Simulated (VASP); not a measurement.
# Sc (P6_3/mmc) in VASP: single point with PBEsol

Aim: the single point of Sc with PBEsol.

Program: VASP 6.6.1. These are calculated values, not measurements. Logs are shortened: lines on timing, memory, paths and dates and some standing lists are left out, and cuts for length are marked.

**1. The cell of the first run**

It takes space group P6_3/mmc (No. 194, hexagonal). Conventional cell: a = 3.313 Å, b = 3.313 Å, c = 5.368 Å, α = 90.00°, β = 90.00°, γ = 120.00°. Sc (site symmetry -6m2) has 12 Sc at 3.30 to 3.31 Å within 4.3 Å.

**2. Single point, PBEsol, collinear spin (25.51 Å³/atom)**

Input file INCAR:

```
SYSTEM = Sc
PREC = Accurate
ENCUT = 500
EDIFF = 1E-6
ISMEAR = -1
SIGMA = 0.08
LREAL = .False.
LASPH = .True.
NELM = 200
ALGO = Normal
ISIF = 2
LWAVE = .False.
LCHARG = .False.
ISPIN = 2
MAGMOM = 1 1
LORBIT = 11
LMAXMIX = 4
GGA = PS
NBANDS = 22
GGA_COMPAT = .False.
```

Input file KPOINTS:

```
regular mesh
0
Gamma
  14 14 8
  0 0 0
```

Input file POSCAR:

```
Sc
1.0
    3.3130217784      0.0000000000      0.0000000000
   -1.6565108892      2.8691610234      0.0000000000
    0.0000000000      0.0000000000      5.3678884682
Sc
2
Direct
    0.3333333333      0.6666666667      0.2500000000
    0.6666666667      0.3333333333      0.7500000000
```

Potentials or basis: VASP PAW PBE potentials, release 64 (Sc_sv).

Command:

```bash
> cat potpaw_PBE.64/Sc_sv/POTCAR > POTCAR
> mpirun -np 1 vasp_std > vasp.out
```

OUTCAR:

```text
SYSTEM = Sc
   PREC = Accurate
   ENCUT = 500
   EDIFF = 1E-6
   ISMEAR = -1
   LREAL = .False.
   LASPH = .True.
   NELM = 200
   ISIF = 2
   ISPIN = 2
   LORBIT = 11
   GGA = PS

 ion  position               nearest neighbor table
   1  0.333  0.667  0.250-   2 3.30   2 3.30   2 3.30   2 3.30   2 3.30   2 3.30
   2  0.667  0.333  0.750-   1 3.30   1 3.30   1 3.30   1 3.30   1 3.30   1 3.30

  LATTYP: Found a hexagonal cell.
 ALAT       =     3.3130217784
 C/A-ratio  =     1.6202394150

  Lattice vectors:

 A1 = (   3.3130217784,   0.0000000000,   0.0000000000)
 A2 = (  -1.6565108892,   2.8691610234,   0.0000000000)
 A3 = (   0.0000000000,   0.0000000000,   5.3678884682)

Analysis of symmetry for initial positions (statically):
=====================================================================
 Subroutine PRICEL returns:
 Original cell was already a primitive cell.

 Routine SETGRP: Setting up the symmetry group for a
 hexagonal supercell.

 Subroutine GETGRP returns: Found 24 space group operations
 (whereof 12 operations were pure point group operations)
 out of a pool of 24 trial point group operations.

The static configuration has the point symmetry D_3d.
 The point group associated with its full space group is D_6h.

Analysis of symmetry for dynamics (positions and initial velocities):
=====================================================================
 Subroutine PRICEL returns:
 Original cell was already a primitive cell.

 Routine SETGRP: Setting up the symmetry group for a
 hexagonal supercell.

 Subroutine GETGRP returns: Found 24 space group operations
 (whereof 12 operations were pure point group operations)
 out of a pool of 24 trial point group operations.

The dynamic configuration has the point symmetry D_3d.
 The point group associated with its full space group is D_6h.

Analysis of structural, dynamic, and magnetic symmetry:
=====================================================================
 Subroutine PRICEL returns:
 Original cell was already a primitive cell.

 Routine SETGRP: Setting up the symmetry group for a
 hexagonal supercell.

 Subroutine GETGRP returns: Found 24 space group operations
 (whereof 12 operations were pure point group operations)
 out of a pool of 24 trial point group operations.

The overall configuration has the point symmetry D_3d.
 The point group associated with its full space group is D_6h.

 Subroutine INISYM returns: Found 24 space group operations
 (whereof 12 operations are pure point group operations),
 and found     1 'primitive' translations

----------------------------------------------------------------------------------------

                                     Primitive cell

  volume of cell :      51.0250

  direct lattice vectors                    reciprocal lattice vectors
     3.313021778  0.000000000  0.000000000     0.301839247  0.174266971  0.000000000
    -1.656510889  2.869161023  0.000000000     0.000000000  0.348533941  0.000000000
     0.000000000  0.000000000  5.367888468     0.000000000  0.000000000  0.186292991

  length of vectors
     3.313021778  3.313021778  5.367888468     0.348533941  0.348533941  0.186292991

  position of ions in fractional coordinates (direct lattice)
     0.333333333  0.666666667  0.250000000
     0.666666667  0.333333333  0.750000000

  ion indices of the primitive-cell ions
   primitive index   ion index
                 1           1
                 2           2

----------------------------------------------------------------------------------------

 KPOINTS: regular mesh

Automatic generation of k-mesh.
 Grid dimensions read from file:
 generate k-points for:   14   14    8

 Generating k-lattice:

  Cartesian coordinates                     Fractional coordinates (reciprocal lattice)
     0.021559946  0.012447641  0.000000000     0.071428571 -0.000000000  0.000000000
     0.000000000  0.024895282  0.000000000     0.000000000  0.071428571  0.000000000
     0.000000000  0.000000000  0.023286624     0.000000000  0.000000000  0.125000000

  Length of vectors
     0.024895282  0.024895282  0.023286624

  Shift w.r.t. Gamma in fractional coordinates (k-lattice)
     0.000000000  0.000000000  0.000000000

 Subroutine IBZKPT returns following result:
 ===========================================

 Found    120 irreducible k-points:

 Following reciprocal coordinates:
            Coordinates               Weight
  0.000000  0.000000  0.000000      1.000000
  0.071429  0.000000  0.000000      6.000000
  0.142857  0.000000  0.000000      6.000000
  0.214286  0.000000  0.000000      6.000000
  0.285714  0.000000  0.000000      6.000000
  0.357143  0.000000  0.000000      6.000000
[... 16 lines left out ...]
  0.285714  0.285714  0.000000      6.000000
  0.357143  0.285714  0.000000      6.000000
 [... further k-points ...]
   k-points           NKPTS =    120   k-points in BZ     NKDIM =    120   number of bands    NBANDS=     22
   number of dos      NEDOS =    301   number of ions     NIONS =      2
   total plane-waves  NPLWV =  23040
   dimension x,y,z NGX =    24 NGY =   24 NGZ =   40
   dimension x,y,z NGXF=    48 NGYF=   48 NGZF=   80
   ions per type =               2
   NGX,Y,Z   is equivalent  to a cutoff of  12.04, 12.04, 12.39 a.u.
   NGXF,Y,Z  is equivalent  to a cutoff of  24.09, 24.09, 24.78 a.u.
 SYSTEM =  Sc
   PREC   = accura    normal or accurate (medium, high low for compatibility)
   ISTART =      0    job   : 0-new  1-cont  2-samecut
   ICHARG =      2    charge: 1-file 2-atom 10-const
   ISPIN  =      2    spin polarized calculation?
   LNONCOLLINEAR =      F non collinear calculations
   LSORBIT =      F    spin-orbit coupling
   LASPH  =      T    aspherical Exc in radial PAW
   ENCUT  =  500.0 eV  36.75 Ry    6.06 a.u.   6.04  6.04  9.79*2*pi/ulx,y,z
   NELM   =    200;   NELMIN=  2; NELMDL= -5     # of ELM steps
   EDIFF  = 0.1E-05   stopping-criterion for ELM
   LREAL  =      F    real-space projection
[... 7 lines left out ...]
   TEBEG  =    0.0;   TEEND  =   0.0 temperature during run
   PSTRESS=    0.0 pullay stress
   NELECT =      22.0000    total number of electrons
   NUPDOWN=      -1.0000    fix difference up-down
   EMIN   =  10.00;   EMAX   =-10.00  energy-range for DOS
   EFERMI =   0.00;   METHOD = LEGACY
   ISMEAR =    -1;   SIGMA  =   0.08  broadening in eV -4-tet -1-fermi 0-gaus
   EFERMI_NEDOS =   21; number of points for ismear=-14 and -15
   IALGO  =     38    algorithm
   IMIX   =      4    mixing-type and parameters
     AMIX     =   0.40;   BMIX     =  1.00
     AMIX_MAG =   1.60;   BMIX_MAG =  1.00
  volume/ion in A,a.u.               =      25.51       172.17
  Fermi-wavevector in a.u.,A,eV,Ry     =   1.236768  2.337152 20.811397  1.529595
  Thomas-Fermi vector in A             =   2.371363
   LORBIT       =     11    0 simple, 1 ext, 2 COOP (PROOUT), +10 PAW based schemes
   GGA     = PS    functional components
   LHFCALC =     F    Hartree Fock is set to
   AEXX    =    0.0000 exact exchange contribution
   IVDW    =     0    specifies the selected vdW correction
   LEPSILON=     F    determine dielectric tensor
   LRPA    =     F    only Hartree local field effects (RPA)
 spin polarized calculation
  energy-cutoff  :      500.00
  volume of cell :       51.02
 maximum number of plane-waves:      1318
   NGX = 13   NGY = 13   NGZ = 19

 number of electron      22.0000014 magnetization      -0.0041346

 number of electron      22.0000014 magnetization       0.0001484

 Free energy of the ion-electron system (eV)
  ---------------------------------------------------
  ext. energy  EPLUGINS =         0.00000000
  ---------------------------------------------------
  free energy    TOTEN  =       -13.19849594 eV

  energy without entropy =      -13.10876291  energy(sigma->0) =      -13.15362943

 E-fermi :   3.3849     XC(G=0):  -9.8506

 val. band max:        3.3838533139   @ k =   0.2857   0.1429   0.3750
 cond. band min:       3.3874296185   @ k =   0.4286   0.0714   0.3750
 fundamental gap:      0.0035763046
 Fermi energy:         3.3849474072

 spin component 1

 k-point     1 :       0.0000    0.0000    0.0000
  band No.  band energies     occupation
      1     -45.9177      1.00000
      2     -45.8641      1.00000
      3     -24.7932      1.00000
      4     -24.4863      1.00000
      5     -24.4863      1.00000
      6     -24.4372      1.00000
[... 14 lines left out ...]
     21       9.8671      0.00000
     22      15.4224      0.00000
[... 552 lines left out ...]
  band No.  band energies     occupation
      1     -45.8559      1.00000
      2     -45.8516      1.00000
      3     -24.7031      1.00000
      4     -24.6483      1.00000
      5     -24.6430      1.00000
      6     -24.5857      1.00000
[... 14 lines left out ...]
     21       9.0488      0.00000
     22      11.8343      0.00000

 [... further k-points ...]

 spin component 2

 k-point     1 :       0.0000    0.0000    0.0000
  band No.  band energies     occupation
      1     -45.9177      1.00000
      2     -45.8642      1.00000
      3     -24.7932      1.00000
      4     -24.4863      1.00000
      5     -24.4863      1.00000
      6     -24.4372      1.00000
[... 14 lines left out ...]
     21       9.8672      0.00000
     22      15.4225      0.00000
[... 552 lines left out ...]
  band No.  band energies     occupation
      1     -45.8559      1.00000
      2     -45.8516      1.00000
      3     -24.7031      1.00000
      4     -24.6483      1.00000
      5     -24.6430      1.00000
      6     -24.5857      1.00000
[... 14 lines left out ...]
     21       9.0489      0.00000
     22      11.8344      0.00000

 [... further k-points ...]

------------------------ aborting loop because EDIFF is reached ----------------------------------------

  FORCE on cell =-STRESS in cart. coord.  units (eV):
  Direction    XX          YY          ZZ          XY          YZ          ZX
  --------------------------------------------------------------------------------------
  -------------------------------------------------------------------------------------
  Total       -0.8948752     -0.8948752     -1.6867764      0.0000000      0.0000000      0.0000000
  in kB      -28.0989673    -28.0989673    -52.9645652      0.0000000      0.0000000      0.0000000
  external PRESSURE =     -36.3874999 kB  Pullay stress =       0.0000000 kB

 VOLUME and BASIS-vectors are now :
 -----------------------------------------------------------------------------
  energy-cutoff  :      500.00
  volume of cell :       51.02
      direct lattice vectors                 reciprocal lattice vectors
     3.313021778  0.000000000  0.000000000     0.301839247  0.174266971  0.000000000
    -1.656510889  2.869161023  0.000000000     0.000000000  0.348533941  0.000000000
     0.000000000  0.000000000  5.367888468     0.000000000  0.000000000  0.186292991

 POSITION                                       TOTAL-FORCE (eV/Angst)
 -----------------------------------------------------------------------------------
     -0.00000      1.91277      1.34197        -0.000000     -0.000000      0.000000
      1.65651      0.95639      4.02592         0.000000      0.000000      0.000000
 -----------------------------------------------------------------------------------
    total drift:                               -0.000000      0.000000     -0.000000

  FREE ENERGIE OF THE ION-ELECTRON SYSTEM (eV)
  ---------------------------------------------------
  free  energy   TOTEN  =       -13.1984959426 eV

  energy  without entropy=      -13.1087629129  energy(sigma->0) =      -13.15362943

 total charge

# of ion       s       p       d       tot
------------------------------------------
    1        2.270   6.099   0.980   9.350
    2        2.270   6.099   0.980   9.350
--------------------------------------------------
tot          4.540  12.199   1.960  18.699

 magnetization (x)

# of ion       s       p       d       tot
------------------------------------------
    1        0.000   0.000   0.000   0.000
    2        0.000   0.000   0.000   0.000
--------------------------------------------------
tot          0.000   0.000   0.000   0.000
```

It took 4.6 min on 1 thread of Oxide Virtual Turin-like, shared host; peak memory 0.26 GiB.

What came out:

| Property | Result |
| --- | --- |
| Free energy | -13.1985 eV |
| Pressure | -3.6 GPa |
| Band gap on the k mesh | zero (filled and empty bands overlap) |
| Net moment | 0.00 μB per cell |
| Valence electrons inside the program's atomic spheres | Sc 9.35 |

Caveat: the cell stands under tension; the PAW data sets were made with another functional, which shifts forces and pressure a little.
